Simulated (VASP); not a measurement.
# Mo (Im-3m) in VASP: a series of runs, part 2 of 2

VASP 6.6.1. The steps go on from the part before.

### 3 Single point, PBE (equal strain along all axes, cell held: +6.0 %)

File INCAR:

```
SYSTEM = Mo
PREC = Accurate
ENCUT = 520
EDIFF = 1E-7
ISMEAR = 0
SIGMA = 0.1
LREAL = .False.
LASPH = .True.
NELM = 100
ALGO = Fast
ISIF = 2
LWAVE = .False.
LCHARG = .False.
GGA = PE
NBANDS = 21
```

File KPOINTS:

```
Automatic mesh
0
Gamma
  16 16 16
  0 0 0
```

File POSCAR:

```
Mo
1.0
    3.3502383152      0.0000000000      0.0000000000
    0.0000000000      3.3502383152      0.0000000000
    0.0000000000      0.0000000000      3.3502383152
Mo
2
Direct
    0.0000000000      0.0000000000      0.0000000000
    0.5000000000      0.5000000000      0.5000000000
```

Potentials or basis: VASP PAW PBE potentials, release 64 (Mo_sv).

The run is started by

```sh
$ cat potpaw_PBE.64/Mo_sv/POTCAR > POTCAR
$ mpirun -np 1 vasp_std > vasp.out
```

OUTCAR:

```text
SYSTEM = Mo
   PREC = Accurate
   ENCUT = 520
   EDIFF = 1E-7
   ISMEAR = 0
   LREAL = .False.
   LASPH = .True.
   NELM = 100
   ISIF = 2
   GGA = PE

 ion  position               nearest neighbor table
   1  0.000  0.000  0.000-   2 2.90   2 2.90   2 2.90   2 2.90   2 2.90   2 2.90   2 2.90   2 2.90

   2  0.500  0.500  0.500-   1 2.90   1 2.90   1 2.90   1 2.90   1 2.90   1 2.90   1 2.90   1 2.90

  LATTYP: Found a simple cubic cell.
 ALAT       =     3.3502383152

  Lattice vectors:

 A1 = (   3.3502383152,   0.0000000000,   0.0000000000)
 A2 = (   0.0000000000,   3.3502383152,   0.0000000000)
 A3 = (   0.0000000000,   0.0000000000,   3.3502383152)

Analysis of symmetry for initial positions (statically):
=====================================================================
 Subroutine PRICEL returns following result:

  LATTYP: Found a body centered cubic cell.
 ALAT       =     3.3502383152

  Lattice vectors:

 A1 = (   1.6751191576,   1.6751191576,  -1.6751191576)
 A2 = (  -1.6751191576,   1.6751191576,   1.6751191576)
 A3 = (   1.6751191576,  -1.6751191576,   1.6751191576)

   2 primitive cells build up your supercell.

 Routine SETGRP: Setting up the symmetry group for a
[... 174 lines left out ...]
  free energy    TOTEN  =       -21.20491620 eV

  energy without entropy =      -21.19643937  energy(sigma->0) =      -21.20067778

 E-fermi :   9.8301     XC(G=0): -12.3786

 val. band max:        9.8284849919   @ k =   0.3750   0.0625   0.0000
 cond. band min:       9.8312611305   @ k =   0.1875   0.1250   0.1250
 fundamental gap:      0.0027761386
 Fermi energy:         9.8300760657

 k-point     1 :       0.0000    0.0000    0.0000
  band No.  band energies     occupation
      1     -51.4851      2.00000
      2     -51.2731      2.00000
      3     -25.6118      2.00000
      4     -25.6118      2.00000
      5     -25.6118      2.00000
      6     -25.0690      2.00000
[... 565 lines left out ...]
     20      12.4503      0.00000
     21      22.6026      0.00000

 [... further k-points ...]

------------------------ aborting loop because EDIFF is reached ----------------------------------------

  FORCE on cell =-STRESS in cart. coord.  units (eV):
  Direction    XX          YY          ZZ          XY          YZ          ZX
  --------------------------------------------------------------------------------------
  -------------------------------------------------------------------------------------
  Total       -7.2364523     -7.2364523     -7.2364523      0.0000000      0.0000000      0.0000000
  in kB     -308.3253123   -308.3253123   -308.3253123      0.0000000      0.0000000      0.0000000
  external PRESSURE =    -308.3253123 kB  Pullay stress =       0.0000000 kB

 VOLUME and BASIS-vectors are now :
 -----------------------------------------------------------------------------
  energy-cutoff  :      520.00
  volume of cell :       37.60
      direct lattice vectors                 reciprocal lattice vectors
     3.350238315  0.000000000  0.000000000     0.298486229  0.000000000  0.000000000
     0.000000000  3.350238315  0.000000000     0.000000000  0.298486229  0.000000000
     0.000000000  0.000000000  3.350238315     0.000000000  0.000000000  0.298486229

 POSITION                                       TOTAL-FORCE (eV/Angst)
 -----------------------------------------------------------------------------------
      0.00000      0.00000      0.00000         0.000000     -0.000000      0.000000
      1.67512      1.67512      1.67512        -0.000000      0.000000     -0.000000
 -----------------------------------------------------------------------------------
    total drift:                                0.000000      0.000000      0.000000

  FREE ENERGIE OF THE ION-ELECTRON SYSTEM (eV)
  ---------------------------------------------------
  free  energy   TOTEN  =       -21.2049161996 eV

  energy  without entropy=      -21.1964393676  energy(sigma->0) =      -21.20067778
```

Run time: 62 s. Hardware: 1 thread of Intel Xeon 6975P-C (Granite Rapids), shared host; peak memory 0.23 GiB.

What came out:

| Quantity | Value |
| --- | --- |
| Free energy | -21.2049 eV |
| Pressure | -30.8 GPa |
| Band gap on the k mesh | zero (band 14 reaches 10.96 eV, above the bottom of band 15 at 9.35 eV) |

Caveat: the cell differs from its parent crystal (equal strain along all axes, cell held: +6.0 %).

### 4 Relaxation of cell and atoms, PBE, target pressure -2 GPa, at which the enthalpy is minimised

This run uses another cell than the first one: it holds 1 atom, not 2.

File INCAR:

```
PREC     = Accurate       # precision mode
ENCUT    = 600            # plane-wave cutoff, eV
EDIFF    = 1E-7           # SCF threshold, eV
ISMEAR   = 0              # smearing method
SIGMA    = 0.1            # smearing width, eV
LREAL    = F              # projectors in reciprocal space
LASPH    = T              # aspherical terms in the spheres
NELM     = 60             # most SCF steps
ALGO     = Normal         # electronic algorithm
ISIF     = 3              # what is computed and relaxed
LWAVE    = F              # write WAVECAR
LCHARG   = F              # write CHGCAR
GGA      = PE             # functional
IBRION   = 2              # ionic algorithm
NSW      = 70             # ionic steps
EDIFFG   = -0.008         # ionic threshold
PSTRESS  = -20.0
```

File KPOINTS:

```
Automatic mesh
0
Gamma
  18 18 18
```

File POSCAR:

```
Mo
1.0
   -1.5902670579      1.5902670579      1.5902670579
    1.5902670579     -1.5902670579      1.5902670579
    1.5902670579      1.5902670579     -1.5902670579
Mo
1
Direct
    0.0000000000      0.0000000000      0.0000000000
```

The run is started by

```sh
$ cat potpaw_PBE.64/Mo_sv/POTCAR > POTCAR
$ mpirun -np 1 vasp_std > vasp.out
```

It took 54 s on 1 thread of Intel Xeon Platinum 8259CL at 2.50GHz (Skylake/Cascade Lake), shared host; peak memory 0.18 GiB.

Results (log left out):

```yaml
Free_energy: -10.9346 eV
Relaxed_volume: 15.93 Å³/atom
Relaxed_cell: a = 2.746 Å, b = 2.746 Å, c = 2.746 Å, α = 109.47°, β = 109.47°, γ = 109.47°
Space_group_after_relaxing_to_0.05_Å: Im-3m (No. 229)
Energy_change_on_relaxing_the_enthalpy_is_what_falls: -3.1 meV/atom
Ionic_steps: 3
Pressure_after_relaxing: -2.0 GPa
Band_gap_on_the_k_mesh: zero (band 7 reaches 16.16 eV, above the bottom of band 8 at 10.96 eV)
```

Step by step:
| step | energy change (eV) | largest force (eV/Å) | pressure (GPa) | volume (Å³) |
| --- | --- | --- | --- | --- |
| 1 | 0.0000 | 0.0000 | -4.37 | 16.09 |
| 2 | -0.0001 | 0.0000 | 4.65 | 15.54 |
| 3 | -0.0031 | 0.0000 | -2.01 | 15.93 |

Final structure:
```xyz
1
Lattice="-1.5852 1.5852 1.5852 1.5852 -1.5852 1.5852 1.5852 1.5852 -1.5852" Properties=species:S:1:pos:R:3 pbc="T T T"
Mo    0.0000    0.0000    0.0000
```

Levels at points of the mesh, in eV from the Fermi level:
```csv
k point,band 5,band 6,band 7,band 8,band 9,band 10
"(0.00, 0.00, 0.00)",-7.19,-1.34,-1.34,-1.34,1.61,1.61
"(0.50, 0.00, 0.00)",-5.22,-3.33,1.54,1.63,2.24,4.59
"(0.50, 0.50, 0.50)",-5.31,-5.31,3.86,3.86,3.86,8.90
```

Caveat: the cell is relaxed towards a set pressure, so the enthalpy falls and the energy may rise.

### 5 The runs side by side

| task | cell | k mesh | cutoff (eV) | gap on the mesh (eV) | pressure (GPa) |
| --- | --- | --- | --- | --- | --- |
| single point | a = 3.287 Å, 2 atoms | 16 × 16 × 16 | 520 | none | -23.4 |
| single point | a = 3.350 Å, 2 atoms | 16 × 16 × 16 | 520 | none | -30.8 |
| relaxation of cell and atoms | relaxed to -2 GPa from a = 2.754 Å, angles 109.5°, 1 atom | 18 × 18 × 18 | 600 | none | -2.0 |

Alike in all rows: level PBE; potentials or basis VASP PAW PBE potentials, release 64 (Mo_sv); no spin polarisation; smearing gaussian 0.1 eV.

Caveats: the cell is relaxed towards a set pressure, so the enthalpy falls and the energy may rise (some runs).

Absolute energies hang on the potentials; compare differences alone.
